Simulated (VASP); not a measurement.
# CaO (P4mm) in VASP: notebook

CaO is run at these levels: LDA; tasks: single point.

All numbers are computed with VASP 6.6.1; they aren't measurements. Logs are shortened: lines on timing, memory, paths and dates and some standing lists are left out, and cuts for length are marked.

**1. The cell of the first run**

It takes space group P4mm (No. 99, tetragonal). Conventional cell: a = 4.898 Å, b = 4.898 Å, c = 4.898 Å, α = 90.00°, β = 90.00°, γ = 90.00°. Ca (site symmetry 4mm) has 6 O at 2.45 Å within 3.2 Å. Within 2.5 Å of Ca (site symmetry 4mm) lie 5 O at 1.85 to 2.45 Å. Within 3.2 Å of Ca (site symmetry 2mm) lie 6 O at 2.45 to 2.52 Å. O (site symmetry 4mm) has 1 Ca at 1.85 Å within 2.5 Å. O (site symmetry 4mm) has 6 Ca at 2.45 Å within 3.2 Å. Within 3.2 Å of O (site symmetry 2mm) lie 6 Ca at 2.45 Å and 2 O at 3.07 Å.

**2. Single point, LDA (atom 5 (O) moved -0.600 Å towards its neighbour atom 2 (Ca) at 2.449 Å)**

INCAR

```
  ALGO = Normal
  EDIFF = 1E-7
  ENCUT = 520
  GGA = CA
  ISIF = 2
  ISMEAR = 0
  LASPH = True
  LCHARG = False
  LREAL = False
  LWAVE = False
  NBANDS = 42
  NELM = 80
  PREC = Accurate
  SIGMA = 0.05
```

KPOINTS

```
k-points
0
Gamma
  6 6 6
```

POSCAR

```
CaO
1.0
    4.8980000000      0.0000000000      0.0000000000
    0.0000000000     -4.8980000000      0.0000000000
    0.0000000000      0.0000000000     -4.8980000000
Ca O
4 4
Direct
    0.0000000000      0.5000000000      0.5000000000
    0.5000000000      0.0000000000      0.5000000000
    0.5000000000      0.5000000000      0.0000000000
    0.0000000000      0.0000000000      0.0000000000
    0.5000000000      0.0000000000      0.1224989792
    0.0000000000      0.5000000000      0.0000000000
    0.0000000000      0.0000000000      0.5000000000
    0.5000000000      0.5000000000      0.5000000000
```

Potentials or basis: VASP PAW LDA potentials, release 64 (Ca_sv, O).

The run is started by

```sh
cat potpaw_LDA.64/Ca_sv/POTCAR potpaw_LDA.64/O/POTCAR > POTCAR
mpirun -np 1 vasp_std > vasp.out
```

OUTCAR:

```text
EDIFF = 1E-7
   ENCUT = 520
   GGA = CA
   ISIF = 2
   ISMEAR = 0
   LASPH = True
   LREAL = False
   NELM = 80
   PREC = Accurate

 ion  position               nearest neighbor table
   1  0.000  0.500  0.500-   6 2.45   7 2.45   8 2.45   6 2.45   7 2.45   8 2.45
   2  0.500  0.000  0.500-   5 1.85   7 2.45   8 2.45   8 2.45   7 2.45
   3  0.500  0.500  0.000-   6 2.45   8 2.45   8 2.45   6 2.45   5 2.52   5 2.52
   4  0.000  0.000  0.000-   6 2.45   7 2.45   7 2.45   6 2.45   5 2.52   5 2.52
   5  0.500  0.000  0.122-   2 1.85   3 2.52   4 2.52   3 2.52   4 2.52
   6  0.000  0.500  0.000-   1 2.45   3 2.45   4 2.45   1 2.45   4 2.45   3 2.45
   7  0.000  0.000  0.500-   1 2.45   2 2.45   4 2.45   4 2.45   1 2.45   2 2.45
   8  0.500  0.500  0.500-   1 2.45   2 2.45   3 2.45   3 2.45   2 2.45   1 2.45

  LATTYP: Found a simple cubic cell.
 ALAT       =     4.8980000000

  Lattice vectors:

 A1 = (   4.8980000000,   0.0000000000,   0.0000000000)
 A2 = (   0.0000000000,  -4.8980000000,   0.0000000000)
 A3 = (   0.0000000000,   0.0000000000,  -4.8980000000)

Analysis of symmetry for initial positions (statically):
=====================================================================
 Subroutine PRICEL returns:
 Original cell was already a primitive cell.

 Routine SETGRP: Setting up the symmetry group for a
 simple cubic supercell.

 Subroutine GETGRP returns: Found  8 space group operations
 (whereof  4 operations were pure point group operations)
 out of a pool of 48 trial point group operations.

The static configuration has the point symmetry C_2v.
 The point group associated with its full space group is C_4v.

Analysis of symmetry for dynamics (positions and initial velocities):
=====================================================================
 Subroutine PRICEL returns:
 Original cell was already a primitive cell.

 Routine SETGRP: Setting up the symmetry group for a
 simple cubic supercell.

 Subroutine GETGRP returns: Found  8 space group operations
 (whereof  4 operations were pure point group operations)
 out of a pool of 48 trial point group operations.

The dynamic configuration has the point symmetry C_2v.
 The point group associated with its full space group is C_4v.

 Subroutine INISYM returns: Found  8 space group operations
 (whereof  4 operations are pure point group operations),
 and found     1 'primitive' translations

----------------------------------------------------------------------------------------

                                     Primitive cell

  volume of cell :     117.5050

  direct lattice vectors                    reciprocal lattice vectors
     4.898000000  0.000000000  0.000000000     0.204164965  0.000000000  0.000000000
     0.000000000 -4.898000000  0.000000000     0.000000000 -0.204164965  0.000000000
     0.000000000  0.000000000 -4.898000000     0.000000000  0.000000000 -0.204164965

  length of vectors
     4.898000000  4.898000000  4.898000000     0.204164965  0.204164965  0.204164965

  position of ions in fractional coordinates (direct lattice)
     0.000000000  0.500000000  0.500000000
     0.500000000  0.000000000  0.500000000
     0.500000000  0.500000000  0.000000000
     0.000000000  0.000000000  0.000000000
     0.500000000  0.000000000  0.122498979
     0.000000000  0.500000000  0.000000000
     0.000000000  0.000000000  0.500000000
     0.500000000  0.500000000  0.500000000

  ion indices of the primitive-cell ions
   primitive index   ion index
                 1           1
                 2           2
                 3           3
                 4           4
                 5           5
                 6           6
                 7           7
                 8           8

----------------------------------------------------------------------------------------

 KPOINTS: k-points

Automatic generation of k-mesh.
 Grid dimensions read from file:
 generate k-points for:    6    6    6

 Generating k-lattice:

  Cartesian coordinates                     Fractional coordinates (reciprocal lattice)
     0.034027494  0.000000000  0.000000000     0.166666667  0.000000000  0.000000000
     0.000000000 -0.034027494  0.000000000     0.000000000  0.166666667  0.000000000
     0.000000000  0.000000000 -0.034027494     0.000000000  0.000000000  0.166666667

  Length of vectors
     0.034027494  0.034027494  0.034027494

  Shift w.r.t. Gamma in fractional coordinates (k-lattice)
     0.000000000  0.000000000  0.000000000

 Subroutine IBZKPT returns following result:
 ===========================================

 Found     40 irreducible k-points:

 Following reciprocal coordinates:
            Coordinates               Weight
  0.000000  0.000000  0.000000      1.000000
  0.166667  0.000000  0.000000      4.000000
  0.000000  0.000000  0.166667      2.000000
  0.333333  0.000000  0.000000      4.000000
  0.000000  0.000000  0.333333      2.000000
  0.500000  0.000000  0.000000      2.000000
[... 16 lines left out ...]
  0.166667  0.166667  0.166667      8.000000
  0.333333  0.166667  0.166667     16.000000
 [... further k-points ...]
   k-points           NKPTS =     40   k-points in BZ     NKDIM =     40   number of bands    NBANDS=     42
   number of dos      NEDOS =    301   number of ions     NIONS =      8
   total plane-waves  NPLWV =  46656
   dimension x,y,z NGX =    36 NGY =   36 NGZ =   36
   dimension x,y,z NGXF=    72 NGYF=   72 NGZF=   72
   ions per type =               4   4
   NGX,Y,Z   is equivalent  to a cutoff of  12.22, 12.22, 12.22 a.u.
   NGXF,Y,Z  is equivalent  to a cutoff of  24.44, 24.44, 24.44 a.u.
 SYSTEM =  unknown system
   PREC   = accura    normal or accurate (medium, high low for compatibility)
   ISTART =      0    job   : 0-new  1-cont  2-samecut
   ICHARG =      2    charge: 1-file 2-atom 10-const
   ISPIN  =      1    spin polarized calculation?
   LNONCOLLINEAR =      F non collinear calculations
   LSORBIT =      F    spin-orbit coupling
   LASPH  =      T    aspherical Exc in radial PAW
   ENCUT  =  520.0 eV  38.22 Ry    6.18 a.u.   9.11  9.11  9.11*2*pi/ulx,y,z
   NELM   =     80;   NELMIN=  2; NELMDL= -5     # of ELM steps
   EDIFF  = 0.1E-06   stopping-criterion for ELM
   LREAL  =      F    real-space projection
   EDIFFG = 0.1E-05   stopping-criterion for IOM
   NSW    =      0    number of steps for IOM
   IBRION =     -1    ionic relax: 0-MD 1-quasi-New 2-CG
   NFREE  =      0    steps in history (QN), initial steepest desc. (CG)
   ISIF   =      2    stress and relaxation
   ISYM   =      2    0-nonsym 1-usesym 2-fastsym
   POTIM  = 0.5000    time-step for ionic-motion
   TEBEG  =    0.0;   TEEND  =   0.0 temperature during run
   PSTRESS=    0.0 pullay stress
   NELECT =      64.0000    total number of electrons
   NUPDOWN=      -1.0000    fix difference up-down
   EMIN   =  10.00;   EMAX   =-10.00  energy-range for DOS
   EFERMI =   0.00;   METHOD = LEGACY
   ISMEAR =     0;   SIGMA  =   0.05  broadening in eV -4-tet -1-fermi 0-gaus
   EFERMI_NEDOS =   21; number of points for ismear=-14 and -15
   IALGO  =     38    algorithm
   IMIX   =      4    mixing-type and parameters
     AMIX     =   0.40;   BMIX     =  1.00
     AMIX_MAG =   1.60;   BMIX_MAG =  1.00
  volume/ion in A,a.u.               =      14.69        99.12
  Fermi-wavevector in a.u.,A,eV,Ry     =   1.336953  2.526474 24.319632  1.787443
  Thomas-Fermi vector in A             =   2.465539
   LORBIT       =      0    0 simple, 1 ext, 2 COOP (PROOUT), +10 PAW based schemes
   GGA     = CA    functional components
   LHFCALC =     F    Hartree Fock is set to
   AEXX    =    0.0000 exact exchange contribution
   IVDW    =     0    specifies the selected vdW correction
   LEPSILON=     F    determine dielectric tensor
   LRPA    =     F    only Hartree local field effects (RPA)
 non-spin polarized calculation
 Gauss-broadening in eV      SIGMA  =   0.05
  energy-cutoff  :      520.00
  volume of cell :      117.50
 maximum number of plane-waves:      3184
   NGX = 19   NGY = 19   NGZ = 19

 number of electron      63.9999996 magnetization

 Free energy of the ion-electron system (eV)
  ---------------------------------------------------
  ext. energy  EPLUGINS =         0.00000000
  ---------------------------------------------------
  free energy    TOTEN  =       -55.15285719 eV

  energy without entropy =      -55.15285719  energy(sigma->0) =      -55.15285719

 E-fermi :   2.0524     XC(G=0): -10.7247

 val. band max:        1.7383143991   @ k =   0.0000   0.0000   0.0000
 cond. band min:       5.1717457437   @ k =   0.0000   0.0000   0.0000
 fundamental gap:      3.4334313446
 Fermi energy:         2.0523670298

 k-point     1 :       0.0000    0.0000    0.0000
  band No.  band energies     occupation
      1     -35.8389      2.00000
      2     -35.7785      2.00000
      3     -35.4441      2.00000
      4     -34.6078      2.00000
      5     -17.4780      2.00000
      6     -17.3836      2.00000
[... 34 lines left out ...]
     41       9.0856      0.00000
     42       9.1787      0.00000

 k-point     2 :       0.1667    0.0000    0.0000
  band No.  band energies     occupation
      1     -35.8344      2.00000
      2     -35.7821      2.00000
      3     -35.4443      2.00000
      4     -34.6080      2.00000
      5     -17.4988      2.00000
      6     -17.3649      2.00000
[... 34 lines left out ...]
     41       9.1783      0.00000
     42       9.3635      0.00000

 k-point     3 :       0.0000    0.0000    0.1667
  band No.  band energies     occupation
      1     -35.8374      2.00000
      2     -35.7783      2.00000
      3     -35.4450      2.00000
      4     -34.6080      2.00000
      5     -17.4742      2.00000
      6     -17.3741      2.00000
[... 897 lines left out ...]
      4     -34.6083      2.00000
      5     -17.5557      2.00000
      6     -17.4038      2.00000
[... 34 lines left out ...]
     41       9.3517      0.00000
     42       9.4811      0.00000

 k-point    24 :       0.3333    0.1667    0.1667
  band No.  band energies     occupation
      1     -35.8190      2.00000
      2     -35.7934      2.00000
      3     -35.4452      2.00000
      4     -34.6086      2.00000
      5     -17.6221      2.00000
      6     -17.4638      2.00000
[... 34 lines left out ...]
     41       9.0610      0.00000
     42       9.1771      0.00000

 [... further k-points ...]
[... 5 lines left out ...]
  --------------------------------------------------------------------------------------
  -------------------------------------------------------------------------------------
  Total       -7.7625259     -7.7625259      0.9212874      0.0000000      0.0000000      0.0000000
  in kB     -105.8418214   -105.8418214     12.5617280      0.0000000      0.0000000      0.0000000
  external PRESSURE =     -66.3739716 kB  Pullay stress =       0.0000000 kB

 VOLUME and BASIS-vectors are now :
 -----------------------------------------------------------------------------
  energy-cutoff  :      520.00
  volume of cell :      117.50
      direct lattice vectors                 reciprocal lattice vectors
     4.898000000  0.000000000  0.000000000     0.204164965  0.000000000  0.000000000
     0.000000000 -4.898000000  0.000000000     0.000000000 -0.204164965  0.000000000
     0.000000000  0.000000000 -4.898000000     0.000000000  0.000000000 -0.204164965

 POSITION                                       TOTAL-FORCE (eV/Angst)
 -----------------------------------------------------------------------------------
      0.00000     -2.44900     -2.44900         0.000000      0.000000      0.171829
      2.44900      0.00000     -2.44900         0.000000      0.000000     -3.951049
      2.44900     -2.44900      0.00000         0.000000      0.000000     -0.747559
      0.00000      0.00000      0.00000         0.000000      0.000000     -0.747559
      2.44900      0.00000     -0.60000         0.000000      0.000000      6.383808
      0.00000     -2.44900      0.00000         0.000000      0.000000      0.186997
      0.00000      0.00000     -2.44900         0.000000      0.000000     -0.648234
      2.44900     -2.44900     -2.44900         0.000000      0.000000     -0.648234
 -----------------------------------------------------------------------------------
    total drift:                                0.000000     -0.000000      0.000242

  FREE ENERGIE OF THE ION-ELECTRON SYSTEM (eV)
  ---------------------------------------------------
  free  energy   TOTEN  =       -55.1528571871 eV

  energy  without entropy=      -55.1528571871  energy(sigma->0) =      -55.15285719
```

It took 3.2 min on 1 thread of Intel Xeon 6975P-C, shared host; peak memory 0.27 GiB.

What came out:

| Quantity | Value |
| --- | --- |
| Free energy | -55.1529 eV |
| Pressure | -6.6 GPa |
| Largest force | 6.384 eV/Å |
| Band gap on the k mesh | 3.43 eV, direct |

Forces in eV/Å, atoms in the order of the input:
```
Ca   0.000  0.000  0.172
Ca   0.000  0.000 -3.951
Ca   0.000  0.000 -0.748
Ca   0.000  0.000 -0.748
O    0.000  0.000  6.384
O    0.000  0.000  0.187
O    0.000  0.000 -0.648
O    0.000  0.000 -0.648
```

Stress tensor (GPa, compression positive):
```
-10.58   0.00   0.00
  0.00 -10.58   0.00
  0.00   0.00   1.26
```

Caveat: the cell differs from its parent crystal (atom 5 (O) moved -0.600 Å towards its neighbour atom 2 (Ca) at 2.449 Å); forces of over 1 eV/Å act on the atoms, so gaps and moduli don't describe the material at rest. A k mesh can miss the band edges.

**3. Single point, LDA (atom 5 (O) moved +0.400 Å towards its neighbour atom 2 (Ca) at 2.449 Å)**

INCAR is that of step 2.

KPOINTS is that of step 2.

POSCAR, as its differences from that of step 2:

```diff
@@ -12,3 +12,3 @@
     0.0000000000      0.0000000000      0.0000000000
-    0.5000000000      0.0000000000      0.1224989792
+    0.5000000000      0.0000000000     -0.0816659861
     0.0000000000      0.5000000000      0.0000000000
```

Potentials or basis: VASP PAW LDA potentials, release 64 (Ca_sv, O).

The run is started by

```sh
cat potpaw_LDA.64/Ca_sv/POTCAR potpaw_LDA.64/O/POTCAR > POTCAR
mpirun -np 1 vasp_std > vasp.out
```

OUTCAR:

```text
EDIFF = 1E-7
   ENCUT = 520
   GGA = CA
   ISIF = 2
   ISMEAR = 0
   LASPH = True
   LREAL = False
   NELM = 80
   PREC = Accurate

 ion  position               nearest neighbor table
   1  0.000  0.500  0.500-   6 2.45   7 2.45   8 2.45   6 2.45   7 2.45   8 2.45
   2  0.500  0.000  0.500-   5 2.05   7 2.45   8 2.45   8 2.45   7 2.45
   3  0.500  0.500  0.000-   6 2.45   8 2.45   8 2.45   6 2.45   5 2.48   5 2.48
   4  0.000  0.000  0.000-   6 2.45   7 2.45   7 2.45   6 2.45   5 2.48   5 2.48
   5  0.500  0.000  0.918-   2 2.05   3 2.48   4 2.48   3 2.48   4 2.48
[... 1296 lines left out ...]
  Total       -8.0784905     -8.0784905     -4.8682013      0.0000000      0.0000000      0.0000000
  in kB     -110.1499893   -110.1499893    -66.3777865      0.0000000      0.0000000      0.0000000
  external PRESSURE =     -95.5592550 kB  Pullay stress =       0.0000000 kB

 VOLUME and BASIS-vectors are now :
 -----------------------------------------------------------------------------
  energy-cutoff  :      520.00
  volume of cell :      117.50
      direct lattice vectors                 reciprocal lattice vectors
     4.898000000  0.000000000  0.000000000     0.204164965  0.000000000  0.000000000
     0.000000000 -4.898000000  0.000000000     0.000000000 -0.204164965  0.000000000
     0.000000000  0.000000000 -4.898000000     0.000000000  0.000000000 -0.204164965

 POSITION                                       TOTAL-FORCE (eV/Angst)
 -----------------------------------------------------------------------------------
      0.00000     -2.44900     -2.44900         0.000000      0.000000     -0.131865
      2.44900      0.00000     -2.44900         0.000000      0.000000      0.896563
      2.44900     -2.44900      0.00000         0.000000      0.000000      0.530278
      0.00000      0.00000      0.00000         0.000000      0.000000      0.530278
      2.44900      0.00000     -4.49800         0.000000      0.000000     -2.618025
      0.00000     -2.44900      0.00000         0.000000      0.000000     -0.149392
      0.00000      0.00000     -2.44900         0.000000      0.000000      0.471082
      2.44900     -2.44900     -2.44900         0.000000      0.000000      0.471082
 -----------------------------------------------------------------------------------
    total drift:                                0.000000     -0.000000     -0.000309

  FREE ENERGIE OF THE ION-ELECTRON SYSTEM (eV)
  ---------------------------------------------------
  free  energy   TOTEN  =       -56.0048135288 eV

  energy  without entropy=      -56.0048135288  energy(sigma->0) =      -56.00481353
```

OSZICAR:

```text
N       E                     dE             d eps       ncg     rms          rms(c)
DAV:   1     0.703625465790E+03    0.70363E+03   -0.32758E+04  3360   0.155E+03
DAV:   2    -0.698456532961E+01   -0.71061E+03   -0.68758E+03  4084   0.454E+02
DAV:   3    -0.609228429157E+02   -0.53938E+02   -0.53615E+02  4808   0.122E+02
DAV:   4    -0.630263371429E+02   -0.21035E+01   -0.20965E+01  5152   0.228E+01
DAV:   5    -0.631229696447E+02   -0.96633E-01   -0.96598E-01  4926   0.378E+00    0.171E+01
DAV:   6    -0.563854504501E+02    0.67375E+01   -0.41973E+01  4446   0.314E+01    0.778E+00
DAV:   7    -0.561324195246E+02    0.25303E+00   -0.47285E+00  4328   0.108E+01    0.365E+00
DAV:   8    -0.560221329745E+02    0.11029E+00   -0.57000E-01  4352   0.429E+00    0.100E+00
DAV:   9    -0.560035374581E+02    0.18596E-01   -0.15105E-01  5136   0.179E+00    0.250E-01
DAV:  10    -0.560046336004E+02   -0.10961E-02   -0.14633E-02  4808   0.538E-01    0.132E-01
DAV:  11    -0.560048864057E+02   -0.25281E-03   -0.73298E-04  4752   0.133E-01    0.856E-02
DAV:  12    -0.560048155881E+02    0.70818E-04   -0.66425E-04  4176   0.119E-01    0.206E-02
DAV:  13    -0.560048158502E+02   -0.26207E-06   -0.73305E-05  4200   0.451E-02    0.118E-02
DAV:  14    -0.560048135189E+02    0.23313E-05   -0.12940E-05  4656   0.203E-02    0.301E-03
DAV:  15    -0.560048135603E+02   -0.41432E-07   -0.17340E-06  4696   0.696E-03    0.171E-03
DAV:  16    -0.560048135288E+02    0.31541E-07   -0.93179E-07  3432   0.419E-03
   1 F= -.56004814E+02 E0= -.56004814E+02  d E =-.527471E-21
```

stdout:

```text
POSCAR found type information on POSCAR CaO
 POSCAR found :  2 types and       8 ions
 scaLAPACK will be used
 LDA part: xc-table for (Slater(with rela. corr.)+CA(PZ))
 , standard interpolation
 POSCAR, INCAR and KPOINTS ok, starting setup
 FFT: planning ... GRIDC
 FFT: planning ... GRID_SOFT
 FFT: planning ... GRID
 WAVECAR not read
 entering main loop
```

Wall time 3.1 min (1 thread of Intel Xeon 6975P-C, shared host); peak memory 0.27 GiB.

What came out:

| Quantity | Value |
| --- | --- |
| Free energy | -56.0048 eV |
| Pressure | -9.6 GPa |
| Largest force | 2.618 eV/Å |
| Band gap on the k mesh | 3.50 eV, direct |

Forces on the atoms (eV/Å):
```
Ca   0.000  0.000 -0.132
Ca   0.000  0.000  0.897
Ca   0.000  0.000  0.530
Ca   0.000  0.000  0.530
O    0.000  0.000 -2.618
O    0.000  0.000 -0.149
O    0.000  0.000  0.471
O    0.000  0.000  0.471
```

Levels at points of the mesh, in eV from the valence-band top:
```csv
k point,band 30,band 31,band 32,band 33,band 34,band 35
"(0.00, 0.00, 0.00)",-0.02,0.00,0.00,3.50,3.71,3.71
"(0.50, 0.00, 0.00)",-0.28,-0.28,-0.26,4.49,4.64,5.27
"(0.00, 0.00, 0.50)",-0.42,-0.16,-0.16,4.42,4.65,5.79
"(0.50, 0.50, 0.00)",-0.65,-0.65,-0.63,5.13,6.00,6.00
"(0.00, 0.50, 0.50)",-0.90,-0.77,-0.58,5.75,6.15,6.26
"(0.50, 0.50, 0.50)",-1.01,-1.01,-1.01,6.27,6.55,6.55
```

Caveat: the cell differs from its parent crystal (atom 5 (O) moved +0.400 Å towards its neighbour atom 2 (Ca) at 2.449 Å); forces of over 1 eV/Å act on the atoms, so gaps and moduli don't describe the material at rest. A k mesh can miss the band edges.
